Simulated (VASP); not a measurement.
A run of VASP 6.6.1 is set up as follows.

The input INCAR:

```
SYSTEM = AlGa3N4
  PREC = Accurate
  ENCUT = 600
  EDIFF = 1E-6
  ISMEAR = 0
  SIGMA = 0.02
  LREAL = .FALSE.
  LASPH = .TRUE.
  NELM = 100
  ALGO = Normal
  ISIF = 3
  LWAVE = .FALSE.
  LCHARG = .FALSE.
  GGA = PS
  IBRION = 2
  NSW = 70
  EDIFFG = -0.008
  PSTRESS = 10.0
```

File KPOINTS:

```
Automatic mesh
0
G
  6 6 6
  0 0 0
```

POSCAR

```
AlGa3N4
1.0
    4.4528743923      0.0000000000      0.0000000000
    0.0000000000      4.4528743923      0.0000000000
    0.0000000000      0.0000000000      4.4528743923
Al Ga N
1 3 4
Direct
    0.0000000000      0.0000000000      0.0000000000
    0.5000000000      0.5000000000      0.0000000000
    0.5000000000      0.0000000000      0.5000000000
    0.0000000000      0.5000000000      0.5000000000
    0.7550309210      0.7550309210      0.2449690790
    0.7550309210      0.2449690790      0.7550309210
    0.2449690790      0.7550309210      0.7550309210
    0.2449690790      0.2449690790      0.2449690790
```

Potentials or basis: VASP PAW PBE potentials, release 64 (Al, Ga_d, N).

Run with:

```bash
$ cat potpaw_PBE.64/Al/POTCAR potpaw_PBE.64/Ga_d/POTCAR potpaw_PBE.64/N/POTCAR > POTCAR
$ mpirun -np 1 vasp_std > vasp.out
```

(1) Estimate the relaxed volume.

(2) Predict the space group after relaxing (to 0.05 Å).

(3) What does it give for the relaxed cell?

## Answers

(1) 11.07 Å³/atom.

(2) P-43m (No. 215).

(3) a = 4.457 Å, b = 4.457 Å, c = 4.457 Å, α = 90.00°, β = 90.00°, γ = 90.00°.

Caveat: the cell is relaxed towards a set pressure, so the enthalpy falls and the energy may rise; the PAW data sets were made with another functional, which shifts forces and pressure a little.
